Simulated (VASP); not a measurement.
# Zr5TiN6 in VASP: further runs

Zr5TiN6 is run at these levels: PBE; tasks: single point.

Everything below comes from runs of VASP 6.6.1. Logs are shortened: lines on timing, memory, paths and dates and some standing lists are left out, and cuts for length are marked.

## (1) The cell of the first run

Symmetry: P4/mmm, No. 123, tetragonal system. Conventional cell: a = 3.219 Å, b = 3.219 Å, c = 13.629 Å, α = 90.00°, β = 90.00°, γ = 90.00°. Within 3.0 Å of Zr (site symmetry 4mm) lie 6 N at 2.28 to 2.32 Å. Within 3.0 Å of Zr (site symmetry 4/mmm) lie 6 N at 2.28 to 2.31 Å. Zr (site symmetry 4mm) has 6 N at 2.18 to 2.33 Å within 2.9 Å. Within 2.9 Å of Ti (site symmetry 4/mmm) lie 6 N at 2.19 to 2.28 Å. N (site symmetry 4/mmm) has 6 Zr at 2.28 to 2.30 Å within 3.0 Å. Within 3.0 Å of N (site symmetry 4mm) lie 6 Zr at 2.28 to 2.33 Å. Within 2.9 Å of N (site symmetry 4mm) lie 1 Ti at 2.19 Å and 5 Zr at 2.28 to 2.32 Å. Within 2.9 Å of N (site symmetry 4/mmm) lie 2 Zr at 2.18 Å and 4 Ti at 2.28 Å.

## (2) Single point, PBE

Input file INCAR:

```
SYSTEM = Zr5TiN6
ALGO = Normal ; EDIFF = 1E-6
ENCUT = 520 ; GGA = PE
ISIF = 2 ; ISMEAR = 0
LASPH = .TRUE. ; LCHARG = .FALSE.
LREAL = .FALSE. ; LWAVE = .FALSE.
NBANDS = 63 ; NELM = 60
PREC = Accurate ; SIGMA = 0.1
```

Input file KPOINTS:

```
k-points
0
G
  6 6 2
  0 0 0
```

Input file POSCAR:

```
Zr5TiN6
1.0
    3.2194778000      0.0000000000      0.0000000000
    0.0000000000      3.2194778000      0.0000000000
    0.0000000000      0.0000000000     13.6287621000
Zr Ti N
5 1 6
Direct
    0.0000000000      0.0000000000      0.8314730000
    0.5000000000      0.5000000000      0.0000000000
    0.0000000000      0.0000000000      0.1685270000
    0.5000000000      0.5000000000      0.3404040000
    0.5000000000      0.5000000000      0.6595960000
    0.0000000000      0.0000000000      0.5000000000
    0.0000000000      0.0000000000      0.0000000000
    0.5000000000      0.5000000000      0.1695680000
    0.0000000000      0.0000000000      0.3390780000
    0.5000000000      0.5000000000      0.5000000000
    0.0000000000      0.0000000000      0.6609220000
    0.5000000000      0.5000000000      0.8304320000
```

Potentials or basis: VASP PAW PBE potentials, release 64 (Zr_sv, Ti_sv, N).

Started as:

```console
$ cat potpaw_PBE.64/Zr_sv/POTCAR potpaw_PBE.64/Ti_sv/POTCAR potpaw_PBE.64/N/POTCAR > POTCAR
$ mpirun -np 1 vasp_std > vasp.out
```

OUTCAR:

```text
SYSTEM = Zr5TiN6
   EDIFF = 1E-6
   ENCUT = 520
   GGA = PE
   ISIF = 2
   ISMEAR = 0
   LASPH = .TRUE.
   LREAL = .FALSE.
   NELM = 60
   PREC = Accurate

 ion  position               nearest neighbor table
   1  0.000  0.000  0.831-  12 2.28  12 2.28  12 2.28  12 2.28   7 2.30  11 2.32   2 3.23   2 3.23
                             2 3.23   2 3.23   5 3.27   5 3.27   5 3.27   5 3.27
   2  0.500  0.500  0.000-   7 2.28   7 2.28   7 2.28   7 2.28  12 2.31   8 2.31   3 3.23   3 3.23
                             1 3.23   3 3.23   1 3.23   1 3.23   3 3.23   1 3.23
   3  0.000  0.000  0.169-   8 2.28   8 2.28   8 2.28   8 2.28   7 2.30   9 2.32   2 3.23   2 3.23
                             2 3.23   2 3.23   4 3.27   4 3.27   4 3.27   4 3.27
   4  0.500  0.500  0.340-  10 2.18   9 2.28   9 2.28   9 2.28   9 2.28   8 2.33   6 3.15   6 3.15
                             6 3.15   6 3.15   3 3.27   3 3.27   3 3.27   3 3.27
   5  0.500  0.500  0.660-  10 2.18  11 2.28  11 2.28  11 2.28  11 2.28  12 2.33   6 3.15   6 3.15
                             6 3.15   6 3.15   1 3.27   1 3.27   1 3.27   1 3.27
   6  0.000  0.000  0.500-   9 2.19  11 2.19  10 2.28  10 2.28  10 2.28  10 2.28   5 3.15   5 3.15
                             4 3.15   5 3.15   4 3.15   4 3.15   5 3.15   4 3.15
   7  0.000  0.000  0.000-   2 2.28   2 2.28   2 2.28   2 2.28   3 2.30   1 2.30
   8  0.500  0.500  0.170-   3 2.28   3 2.28   3 2.28   3 2.28   2 2.31   4 2.33
   9  0.000  0.000  0.339-   6 2.19   4 2.28   4 2.28   4 2.28   4 2.28   3 2.32
  10  0.500  0.500  0.500-   4 2.18   5 2.18   6 2.28   6 2.28   6 2.28   6 2.28
  11  0.000  0.000  0.661-   6 2.19   5 2.28   5 2.28   5 2.28   5 2.28   1 2.32
  12  0.500  0.500  0.830-   1 2.28   1 2.28   1 2.28   1 2.28   2 2.31   5 2.33

  LATTYP: Found a simple tetragonal cell.
 ALAT       =     3.2194778000
 C/A-ratio  =     4.2332213317

  Lattice vectors:

 A1 = (   3.2194778000,   0.0000000000,   0.0000000000)
 A2 = (   0.0000000000,   3.2194778000,   0.0000000000)
 A3 = (   0.0000000000,   0.0000000000,  13.6287621000)

Analysis of symmetry for initial positions (statically):
=====================================================================
 Subroutine PRICEL returns:
 Original cell was already a primitive cell.

 Routine SETGRP: Setting up the symmetry group for a
 simple tetragonal supercell.

 Subroutine GETGRP returns: Found 16 space group operations
 (whereof 16 operations were pure point group operations)
 out of a pool of 16 trial point group operations.

The static configuration has the point symmetry D_4h.

Analysis of symmetry for dynamics (positions and initial velocities):
=====================================================================
 Subroutine PRICEL returns:
 Original cell was already a primitive cell.

 Routine SETGRP: Setting up the symmetry group for a
 simple tetragonal supercell.

 Subroutine GETGRP returns: Found 16 space group operations
 (whereof 16 operations were pure point group operations)
 out of a pool of 16 trial point group operations.

The dynamic configuration has the point symmetry D_4h.

 Subroutine INISYM returns: Found 16 space group operations
 (whereof 16 operations are pure point group operations),
 and found     1 'primitive' translations

----------------------------------------------------------------------------------------

                                     Primitive cell

  volume of cell :     141.2626

  direct lattice vectors                    reciprocal lattice vectors
     3.219477800  0.000000000  0.000000000     0.310609379  0.000000000  0.000000000
     0.000000000  3.219477800  0.000000000     0.000000000  0.310609379  0.000000000
     0.000000000  0.000000000 13.628762100     0.000000000  0.000000000  0.073374236

  length of vectors
     3.219477800  3.219477800 13.628762100     0.310609379  0.310609379  0.073374236

  position of ions in fractional coordinates (direct lattice)
     0.000000000  0.000000000  0.831473000
     0.500000000  0.500000000  0.000000000
     0.000000000  0.000000000  0.168527000
     0.500000000  0.500000000  0.340404000
     0.500000000  0.500000000  0.659596000
     0.000000000  0.000000000  0.500000000
     0.000000000  0.000000000  0.000000000
     0.500000000  0.500000000  0.169568000
     0.000000000  0.000000000  0.339078000
     0.500000000  0.500000000  0.500000000
     0.000000000  0.000000000  0.660922000
     0.500000000  0.500000000  0.830432000

  ion indices of the primitive-cell ions
   primitive index   ion index
                 1           1
                 2           2
                 3           3
                 4           4
                 5           5
                 6           6
                 7           7
                 8           8
                 9           9
                10          10
                11          11
                12          12

[... 72 lines left out ...]
   IALGO  =     38    algorithm
   IMIX   =      4    mixing-type and parameters
     AMIX     =   0.40;   BMIX     =  1.00
     AMIX_MAG =   1.60;   BMIX_MAG =  1.00
  volume/ion in A,a.u.               =      11.77        79.44
  Fermi-wavevector in a.u.,A,eV,Ry     =   1.468698  2.775437 29.348765  2.157073
  Thomas-Fermi vector in A             =   2.584164
   LORBIT       =      0    0 simple, 1 ext, 2 COOP (PROOUT), +10 PAW based schemes
   GGA     = PE    functional components
   LHFCALC =     F    Hartree Fock is set to
   AEXX    =    0.0000 exact exchange contribution
   IVDW    =     0    specifies the selected vdW correction
   LEPSILON=     F    determine dielectric tensor
   LRPA    =     F    only Hartree local field effects (RPA)
 non-spin polarized calculation
 Gauss-broadening in eV      SIGMA  =   0.10
  energy-cutoff  :      520.00
  volume of cell :      141.26
 maximum number of plane-waves:      3844
 NGX is ok and might be reduce to    24
   NGX = 11   NGY = 11   NGZ = 51

 number of electron     101.9999991 magnetization

 Free energy of the ion-electron system (eV)
  ---------------------------------------------------
  ext. energy  EPLUGINS =         0.00000000
  ---------------------------------------------------
  free energy    TOTEN  =      -121.17152046 eV

  energy without entropy =     -121.15219497  energy(sigma->0) =     -121.16185772

 E-fermi :  11.6612     XC(G=0): -12.5051

 val. band max:       11.6231486823   @ k =   0.1667   0.0000   0.0000
 cond. band min:      11.6752456588   @ k =   0.0000   0.0000   0.5000
 fundamental gap:      0.0520969765
 Fermi energy:        11.6611565821

 k-point     1 :       0.0000    0.0000    0.0000
  band No.  band energies     occupation
      1     -46.2749      2.00000
      2     -37.8570      2.00000
      3     -37.7976      2.00000
      4     -37.7363      2.00000
      5     -37.6794      2.00000
      6     -37.6710      2.00000
[... 55 lines left out ...]
     62      13.3662      0.00000
     63      13.5227      0.00000

 k-point     2 :       0.1667    0.0000    0.0000
  band No.  band energies     occupation
      1     -46.2716      2.00000
      2     -37.8340      2.00000
      3     -37.7806      2.00000
      4     -37.7265      2.00000
      5     -37.6702      2.00000
      6     -37.6650      2.00000
[... 55 lines left out ...]
     62      13.6878      0.00000
     63      14.6593      0.00000

 k-point     3 :       0.3333    0.0000    0.0000
  band No.  band energies     occupation
      1     -46.2651      2.00000
      2     -37.7805      2.00000
      3     -37.7453      2.00000
      4     -37.7140      2.00000
      5     -37.6529      2.00000
      6     -37.6528      2.00000
[... 1111 lines left out ...]
     62      15.8066      0.00000
     63      15.8111      0.00000

 k-point    20 :       0.5000    0.5000    0.5000
  band No.  band energies     occupation
      1     -46.2495      2.00000
      2     -37.6850      2.00000
      3     -37.6774      2.00000
      4     -37.6770      2.00000
      5     -37.5961      2.00000
      6     -37.5953      2.00000
[... 55 lines left out ...]
     62      15.6858      0.00000
     63      15.7867      0.00000

------------------------ aborting loop because EDIFF is reached ----------------------------------------

  FORCE on cell =-STRESS in cart. coord.  units (eV):
  Direction    XX          YY          ZZ          XY          YZ          ZX
  --------------------------------------------------------------------------------------
  -------------------------------------------------------------------------------------
  Total        0.0775497      0.0775497      0.5199354      0.0000000      0.0000000      0.0000000
  in kB        0.8795558      0.8795558      5.8970211      0.0000000      0.0000000      0.0000000
  external PRESSURE =       2.5520442 kB  Pullay stress =       0.0000000 kB

 VOLUME and BASIS-vectors are now :
 -----------------------------------------------------------------------------
  energy-cutoff  :      520.00
  volume of cell :      141.26
      direct lattice vectors                 reciprocal lattice vectors
     3.219477800  0.000000000  0.000000000     0.310609379  0.000000000  0.000000000
     0.000000000  3.219477800  0.000000000     0.000000000  0.310609379  0.000000000
     0.000000000  0.000000000 13.628762100     0.000000000  0.000000000  0.073374236

 POSITION                                       TOTAL-FORCE (eV/Angst)
 -----------------------------------------------------------------------------------
      0.00000      0.00000     11.33195        -0.000000      0.000000     -0.169454
      1.60974      1.60974      0.00000        -0.000000     -0.000000     -0.000000
      0.00000      0.00000      2.29681         0.000000     -0.000000      0.169454
      1.60974      1.60974      4.63929        -0.000000      0.000000     -0.146522
      1.60974      1.60974      8.98948        -0.000000     -0.000000      0.146522
      0.00000      0.00000      6.81438        -0.000000     -0.000000     -0.000000
      0.00000      0.00000      0.00000        -0.000000     -0.000000     -0.000000
      1.60974      1.60974      2.31100        -0.000000      0.000000     -0.111201
      0.00000      0.00000      4.62121        -0.000000      0.000000      0.100742
      1.60974      1.60974      6.81438        -0.000000     -0.000000     -0.000000
      0.00000      0.00000      9.00755         0.000000      0.000000     -0.100742
      1.60974      1.60974     11.31776        -0.000000     -0.000000      0.111201
 -----------------------------------------------------------------------------------
    total drift:                                0.000000     -0.000000      0.000000

  FREE ENERGIE OF THE ION-ELECTRON SYSTEM (eV)
  ---------------------------------------------------
  free  energy   TOTEN  =      -121.1715204644 eV

  energy  without entropy=     -121.1521949737  energy(sigma->0) =     -121.16185772
```

Run time: 7.2 min. Hardware: 1 thread of Intel Xeon 8259CL, shared host; peak memory 0.31 GiB.

What came out:

- Free energy: -121.1715 eV
- Pressure: 0.3 GPa
- Largest force: 0.169 eV/Å
- Band gap on the k mesh: zero (bands 51 and 52 overlap by 3.28 eV)

Forces on the atoms (eV/Å):
```
Zr   0.000  0.000 -0.169
Zr   0.000  0.000  0.000
Zr   0.000  0.000  0.169
Zr   0.000  0.000 -0.147
Zr   0.000  0.000  0.147
Ti   0.000  0.000  0.000
N    0.000  0.000  0.000
N    0.000  0.000 -0.111
N    0.000  0.000  0.101
N    0.000  0.000  0.000
N    0.000  0.000 -0.101
N    0.000  0.000  0.111
```

Stress tensor (GPa, compression positive):
```
0.09 0.00 0.00
0.00 0.09 0.00
0.00 0.00 0.59
```

Levels at points of the mesh, in eV from the Fermi level:
```csv
k point,band 50,band 51,band 52,band 53,band 54,band 55
"(0.00, 0.00, 0.00)",-2.48,-2.47,-1.42,-1.26,-0.38,-0.38
"(0.50, 0.00, 0.00)",1.06,1.24,1.89,2.01,2.05,2.28
"(0.50, 0.50, 0.00)",-2.91,-0.66,-0.66,-0.36,-0.36,1.70
"(0.00, 0.00, 0.50)",-2.71,-2.16,-2.04,-0.73,-0.57,0.01
"(0.50, 0.00, 0.50)",0.97,1.21,1.77,1.86,2.02,2.19
"(0.50, 0.50, 0.50)",-1.99,-1.96,-1.96,0.88,0.88,1.33
```

## (3) Single point, PBE

Input file INCAR:

```
PREC = Accurate ; ENCUT = 520
EDIFF = 1E-6 ; ISMEAR = 0
SIGMA = 0.2 ; LREAL = F
LASPH = T ; NELM = 60
ALGO = Normal ; ISIF = 2
LWAVE = F ; LCHARG = F
GGA = PE ; NBANDS = 63
```

Input file KPOINTS:

```
Automatic mesh
0
Gamma
  6 6 2
```

POSCAR is that of step 2.

Potentials or basis: VASP PAW PBE potentials, release 64 (Zr_sv, Ti_sv, N).

Started as:

```console
$ cat potpaw_PBE.64/Zr_sv/POTCAR potpaw_PBE.64/Ti_sv/POTCAR potpaw_PBE.64/N/POTCAR > POTCAR
$ mpirun -np 1 vasp_std > vasp.out
```

Wall time 8.2 min (1 thread of Intel Xeon 8259CL, shared host); peak memory 0.31 GiB.

It converged, with:

```
Free energy            : -121.2020 eV
Pressure               : 0.3 GPa
Largest force          : 0.108 eV/Å
Band gap on the k mesh : zero (bands 51 and 52 overlap by 3.29 eV)
```

Forces in eV/Å, atoms in the order of the input:
```
Zr   0.000  0.000 -0.108
Zr   0.000  0.000  0.000
Zr   0.000  0.000  0.108
Zr   0.000  0.000 -0.077
Zr   0.000  0.000  0.077
Ti   0.000  0.000  0.000
N    0.000  0.000  0.000
N    0.000  0.000 -0.065
N    0.000  0.000  0.041
N    0.000  0.000  0.000
N    0.000  0.000 -0.041
N    0.000  0.000  0.065
```

Stress tensor (GPa, compression positive):
```
0.17 0.00 0.00
0.00 0.17 0.00
0.00 0.00 0.56
```

Levels at points of the mesh, in eV from the Fermi level:
```tsv
k point	band 48	band 49	band 50	band 51	band 52	band 53	band 54	band 55	band 56	band 57
(0.00, 0.00, 0.00)	-2.68	-2.49	-2.49	-2.49	-1.43	-1.26	-0.39	-0.39	-0.36	0.62
(0.50, 0.00, 0.00)	-4.34	0.89	1.06	1.25	1.88	2.00	2.04	2.27	2.46	2.46
(0.50, 0.50, 0.00)	-3.05	-3.05	-2.92	-0.67	-0.67	-0.37	-0.37	1.71	1.85	2.13
(0.00, 0.00, 0.50)	-2.79	-2.72	-2.72	-2.17	-2.05	-0.74	-0.57	0.01	0.01	0.32
(0.50, 0.00, 0.50)	-4.52	0.91	0.97	1.22	1.76	1.84	2.00	2.17	2.25	2.33
(0.50, 0.50, 0.50)	-3.53	-2.00	-2.00	-1.97	-1.97	0.87	0.87	1.32	1.32	1.71
```

## (4) Single point, PBE

Input file INCAR:

```
SYSTEM = Zr5TiN6
PREC = Accurate
ENCUT = 520
EDIFF = 1E-6
ISMEAR = 0
SIGMA = 0.2
LREAL = .False.
LASPH = .True.
NELM = 60
ALGO = Normal
ISIF = 2
LWAVE = .False.
LCHARG = .True.
GGA = PE
LELF = .True.
LVHAR = .True.
NBANDS = 63
```

Input file KPOINTS:

```
Automatic mesh
0
Gamma
  6 6 2
  0 0 0
```

Input file POSCAR:

```
Zr5TiN6
1.0
    3.2179128365      0.0007624379     -0.0008423120
    0.0007460808      3.2191004676      0.0009586224
   -0.0033933207      0.0038628045     13.6378585567
Zr Ti N
5 1 6
Direct
   -0.0000000781      0.0000337724      0.8306270238
    0.5000681984      0.5000185417     -0.0000172760
    0.0000043821     -0.0000731696      0.1693548867
    0.4999707590      0.4999732943      0.3399857490
    0.4999987177      0.5000597171      0.6600290171
   -0.0000080233      0.0000121315      0.5000190568
    0.0000484448      0.0000415337     -0.0000243846
    0.5000120303      0.4999298651      0.1690293660
   -0.0000262166     -0.0000142262      0.3397507058
    0.4999423981      0.4999500418      0.5000098884
   -0.0000111921      0.0000475563      0.6602625080
    0.5000005797      0.5000209419      0.8309734590
```

Started as:

```console
$ cat potpaw_PBE.64/Zr_sv/POTCAR potpaw_PBE.64/Ti_sv/POTCAR potpaw_PBE.64/N/POTCAR > POTCAR
$ mpirun -np 1 vasp_std > vasp.out
```

It took 15 min on 1 thread of Intel Xeon 8259CL, shared host; peak memory 0.42 GiB.

It converged, with:

- Free energy: -121.2045 eV
- Pressure: 0.2 GPa
- Largest force: 0.011 eV/Å
- Band gap on the k mesh: zero (bands 51 and 52 overlap by 3.28 eV)

Forces on the atoms (eV/Å):
```
Zr   0.000  0.000 -0.001
Zr  -0.002  0.000  0.002
Zr   0.000  0.002  0.002
Zr   0.001 -0.001  0.004
Zr  -0.001 -0.001 -0.005
Ti   0.000  0.000 -0.001
N    0.000 -0.001  0.003
N    0.000  0.000  0.003
N    0.000  0.000 -0.011
N    0.001  0.001 -0.001
N    0.000  0.000  0.010
N    0.000  0.001 -0.004
```

Stress tensor (GPa, compression positive):
```
 0.28 -0.10  0.07
-0.10  0.18 -0.08
 0.07 -0.08  0.17
```

Levels at points of the mesh, in eV from the Fermi level:
```
           k point  band 47  band 48  band 49  band 50  band 51  band 52  band 53  band 54  band 55  band 56
(0.00, 0.00, 0.00)    -2.82    -2.66    -2.49    -2.48    -2.48    -1.41    -1.27    -0.38    -0.38    -0.36
(0.50, 0.00, 0.00)    -4.78    -4.34     0.89     1.07     1.25     1.89     2.01     2.07     2.28     2.41
(0.00, 0.50, 0.00)    -4.78    -4.34     0.89     1.07     1.25     1.89     2.01     2.07     2.28     2.41
(0.50, 0.50, 0.00)    -3.24    -3.04    -3.04    -2.92    -0.60    -0.60    -0.45    -0.45     1.71     1.86
(0.00, 0.00, 0.50)    -2.78    -2.78    -2.72    -2.71    -2.17    -2.03    -0.75    -0.57     0.01     0.02
(0.50, 0.00, 0.50)    -4.72    -4.51     0.91     0.97     1.22     1.77     1.87     2.01     2.18     2.25
(0.00, 0.50, 0.50)    -4.72    -4.51     0.91     0.97     1.22     1.77     1.87     2.01     2.18     2.26
(0.50, 0.50, 0.50)    -3.73    -3.53    -1.99    -1.98    -1.98    -1.98     0.86     0.86     1.29     1.29
```

## (5) Overview

| cell | smearing | gap on the mesh (eV) | pressure (GPa) | largest force (eV/Å) |
| --- | --- | --- | --- | --- |
| a = 3.219, b = 3.219, c = 13.629 Å, 12 atoms, atomic positions A | gaussian 0.1 eV | none | 0.3 | 0.17 |
| a = 3.219, b = 3.219, c = 13.629 Å, 12 atoms, atomic positions A | gaussian 0.2 eV | none | 0.3 | 0.11 |
| a = 3.218, b = 3.219, c = 13.638 Å, 12 atoms, atomic positions B | gaussian 0.2 eV | none | 0.2 | 0.01 |

Alike in all rows: task single point; level PBE; potentials or basis VASP PAW PBE potentials, release 64 (Zr_sv, Ti_sv, N); no spin polarisation; k mesh 6 × 6 × 2; cutoff (eV) 520.

Absolute energies hang on the potentials; compare differences alone.

The gap in the log of VASP goes by the Fermi energy; the results here count the filled bands.